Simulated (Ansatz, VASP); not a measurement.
# One calculation of P, two programs

The input INCAR:

```
PREC = Accurate
ENCUT = 600
EDIFF = 1E-7
ISMEAR = 0
SIGMA = 0.1
LREAL = False
LASPH = True
NELM = 80
ALGO = Normal
ISIF = 3
LWAVE = False
LCHARG = False
GGA = PE
IVDW = 12
IBRION = 2
NSW = 100
EDIFFG = -0.005
```

File KPOINTS:

```
regular mesh
0
Gamma
  15 15 15
```

The input POSCAR:

```
P
1.0
    1.7257251780      0.9963478961      3.1296800121
   -1.7257251780      0.9963478961      3.1296800121
    0.0000000000     -1.9926957921      3.1296800121
P
2
Direct
    0.2270802500      0.2270802500      0.2270802500
    0.7729197500      0.7729197500      0.7729197500
```

Input for Ansatz:

```yaml
crystal:
  lattice:
    - [1.725725178, 0.9963478961, 3.1296800121]
    - [-1.725725178, 0.9963478961, 3.1296800121]
    - [0.0, -1.9926957921, 3.1296800121]
  atoms:
    - { symbol: P, position: [0.22708025, 0.22708025, 0.22708025] }
    - { symbol: P, position: [0.77291975, 0.77291975, 0.77291975] }
basis:
  ecutwfc: 420
kpoints:
  mp_grid: { grid: [15, 15, 15] }
hamiltonian:
  xc: pbe
  dispersion: d3bj
scf:
  occupations: { method: gaussian, width: 0.1 }
output:
  forces: true
  stress: true
  eigenvalues: true
  write_density: true
  write_potential: true
  elf: true
  volumetric_format: npy
relax:
  adjacent_minimum: "off"
  f_tol: 0.005
  max_steps: 80
  cell: { stress_tol: 0.05 }
```

Alike in both runs: task relaxation of cell and atoms; functional PBE; dispersion D3(BJ); k mesh 15 × 15 × 15; occupations gaussian, width 0.1 eV; no spin polarisation.

|  | VASP | Ansatz |
| --- | --- | --- |
| version | VASP 6.6.1 | Ansatz 0.2.0 |
| potentials or method | VASP PAW PBE potentials, release 64 (P), cutoff 600 eV | scalar-relativistic, plane waves, PAW |
| valence electrons in the cell | 10 | 10 |

|  | VASP | Ansatz | Ansatz less VASP |
| --- | --- | --- | --- |
| gap on the k mesh at the Fermi level, each at its own relaxed structure (eV) | none | none | - |
| relaxed volume (Å³/atom) | 14.80 | 14.80 | -0.002 |
| relaxed length of the cell vector where the two differ most in proportion (Å) | 3.523 | 3.520 | -0.0025 |

A gap of «none» marks a metal or a gap that the smearing closes.
